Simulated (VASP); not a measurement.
Wanted: the native input for a VASP 6.6.1 run.

```yaml
Task: single point
Functional: PBEsol
Potentials_or_basis: VASP PAW PBE potentials, release 64 (O, C)
Cutoff: 520 eV
k_mesh: 8 × 8 × 8
Occupations: fermi-dirac, width 0.05 eV
Spin: no spin polarisation
Dipole_correction: no
Further_INCAR_settings: ALGO = Normal; EDIFF = 1e-06; NBANDS = 25
```

The structure of CO2 lies in POSCAR:

```
CO2
1.0
   -1.9747270000      1.9747270000      3.1346203200
    1.9747270000     -1.9747270000      3.1346203200
    1.9747270000      1.9747270000     -3.1346203200
O C
4 2
Direct
    0.8750000000      0.9597980000      0.5847980000
    0.3750000000      0.2902020000      0.4152020000
    0.0402020000      0.6250000000      0.9152020000
    0.7097980000      0.1250000000      0.0847980000
    0.0000000000      0.0000000000      0.0000000000
    0.7500000000      0.2500000000      0.5000000000
```

One way to write it, as run:

INCAR

```
SYSTEM = CO2
PREC = Accurate
ENCUT = 520
EDIFF = 1E-6
ISMEAR = -1
SIGMA = 0.05
LREAL = .False.
LASPH = .True.
NELM = 60
ALGO = Normal
ISIF = 2
LWAVE = .False.
LCHARG = .True.
GGA = PS
LELF = .True.
LVHAR = .True.
NBANDS = 25
```

KPOINTS

```
regular mesh
0
Gamma
  8 8 8
  0 0 0
```

Potentials or basis: VASP PAW PBE potentials, release 64 (O, C).

The run is started by

```sh
$ cat potpaw_PBE.64/O/POTCAR potpaw_PBE.64/C/POTCAR > POTCAR
$ mpirun -np 1 vasp_std > vasp.out
```

Results of the run:

| Item | Value |
| --- | --- |
| Pressure | -13.7 GPa |
| Largest force | 0.429 eV/Å |
| Band gap on the k mesh | 7.27 eV, indirect (least direct gap 7.61 eV) |

Caveat: the PAW data sets were made with another functional, which shifts forces and pressure a little.

It took 2.1 min on 1 thread of AMD EPYC 7R13 (shared host), peak memory 0.17 GiB.
